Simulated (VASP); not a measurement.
Write the native input for VASP 6.6.1 that does the following.

```yaml
Task: single point
Functional: PBE
Potentials_or_basis: VASP PAW PBE potentials, release 64 (Mo_sv, Se)
Cutoff: 520 eV
k_mesh: 8 × 8 × 8
Occupations: fermi-dirac, width 0.05 eV
Spin: no spin polarisation
Dipole_correction: no
Further_INCAR_settings: ALGO = Normal; EDIFF = 1e-07; NBANDS = 17
```

The structure of MoSe lies in POSCAR:

```
MoSe
1.0
    3.5002295900      0.0000000000      0.0000000000
    0.0000000000      3.5002295900      0.0000000000
    0.0000000000      0.0000000000      3.5002295900
Mo Se
1 1
Direct
    0.0000000000      0.0000000000      0.0000000000
    0.5000000000      0.5000000000      0.5000000000
```

The input as run:

INCAR

```
SYSTEM = MoSe
ALGO = Normal
EDIFF = 1E-7
ENCUT = 520
GGA = PE
ISIF = 2
ISMEAR = -1
LASPH = .TRUE.
LCHARG = .FALSE.
LREAL = .FALSE.
LWAVE = .FALSE.
NBANDS = 17
NELM = 100
PREC = Accurate
SIGMA = 0.05
```

KPOINTS

```
k-points
0
G
  8 8 8
  0 0 0
```

Potentials or basis: VASP PAW PBE potentials, release 64 (Mo_sv, Se).

Run with:

```sh
$ cat potpaw_PBE.64/Mo_sv/POTCAR potpaw_PBE.64/Se/POTCAR > POTCAR
$ mpirun -np 1 vasp_std > vasp.out
```

It gave:

```yaml
Pressure: -26.0 GPa
Band_gap_on_the_k_mesh: zero (band 10 reaches 8.31 eV, above the bottom of band 11 at 6.46 eV)
```

It took 13 s on 1 thread of Intel(R) Xeon(R) Platinum 8488C (Sapphire Rapids), with other jobs on the host, peak memory 0.17 GiB.
